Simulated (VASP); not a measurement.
A run of VASP 6.6.1 is set up as follows.

The input INCAR:

```
SYSTEM = Ga3P3H7
ALGO = Normal ; EDIFF = 1E-6
ENCUT = 520 ; GGA = PE
ISIF = 2 ; ISMEAR = 0
LASPH = .TRUE. ; LCHARG = .TRUE.
LELF = .TRUE. ; LREAL = Auto
LVHAR = .TRUE. ; LWAVE = .FALSE.
NBANDS = 80 ; NELM = 80
PREC = Accurate ; SIGMA = 0.05
```

File KPOINTS:

```
k-points
0
G
  1 1 6
  0 0 0
```

Contents of POSCAR:

```
Ga3P3H7
1.0
   17.6000000000      0.0000000000      0.0000000000
    0.0000000000     17.9000000000      0.0000000000
    0.0000000000      0.0000000000      5.5050736298
Ga P H
6 6 14
Direct
    0.5366382349      0.5360241862      0.0000000000
    0.5366382349      0.3822511798      0.5000000000
    0.5366382349      0.6897971927      0.5000000000
    0.3802440976      0.5360241862      0.5000000000
    0.6930323721      0.5360241862      0.5000000000
    0.3802440976      0.3822511798      0.0000000000
    0.6148353035      0.6129106894      0.7500000000
    0.3020470290      0.4591376830      0.2500000000
    0.6148353035      0.4591376830      0.2500000000
    0.4584411663      0.3053646766      0.2500000000
    0.4584411663      0.6129106894      0.2500000000
    0.4584411663      0.4591376830      0.7500000000
    0.6614169729      0.6587116605      0.8989239631
    0.5881405032      0.3316120780      0.6646553677
    0.5881405032      0.7404362945      0.3353446323
    0.4851359665      0.7404362945      0.6646553677
    0.2554653596      0.5049386541      0.1010760369
    0.2554653596      0.4133367119      0.3989239631
    0.6614169729      0.4133367119      0.1010760369
    0.3287418293      0.5866632881      0.6646553677
    0.7445346404      0.5866632881      0.3353446323
    0.7445346404      0.4853850844      0.6646553677
    0.5050228357      0.2595637055      0.1010760369
    0.4118594968      0.2595637055      0.3989239631
    0.4118594968      0.6587116605      0.1010760369
    0.3287418293      0.3316120780      0.8353446323
```

Potentials or basis: VASP PAW PBE potentials, release 64 (Ga_d, P, H).

The run is started by

```bash
$ cat potpaw_PBE.64/Ga_d/POTCAR potpaw_PBE.64/P/POTCAR potpaw_PBE.64/H/POTCAR > POTCAR
$ mpirun -np 1 vasp_std > vasp.out
```

Problem. What does it give for the largest force?

Solution. 1.106 eV/Å.

Problem. Predict the band gap on the k mesh.

Solution. 3.18 eV.

Forces on the atoms (eV/Å):
```
Ga   0.380  0.381 -0.213
Ga   0.680 -0.081  0.394
Ga   0.169  1.057  0.276
Ga  -0.082  0.683  0.395
Ga   1.056  0.171  0.275
Ga  -0.252 -0.250 -0.798
P   -0.603 -0.602 -0.470
P    0.812 -0.066  0.147
P   -0.769  0.237  0.293
P   -0.065  0.815  0.147
P    0.237 -0.768  0.294
P   -0.095 -0.097 -0.312
H   -0.057 -0.058 -0.027
H   -0.046 -0.127  0.036
H    0.102 -0.225 -0.192
H   -0.255 -0.171  0.109
H   -0.203 -0.287  0.154
H   -0.277  0.183 -0.268
H   -0.072  0.032 -0.015
H   -0.125 -0.047  0.036
H   -0.224  0.101 -0.193
H   -0.169 -0.256  0.109
H   -0.286 -0.204  0.154
H    0.184 -0.278 -0.268
H    0.032 -0.072 -0.015
H   -0.073 -0.073 -0.045
```
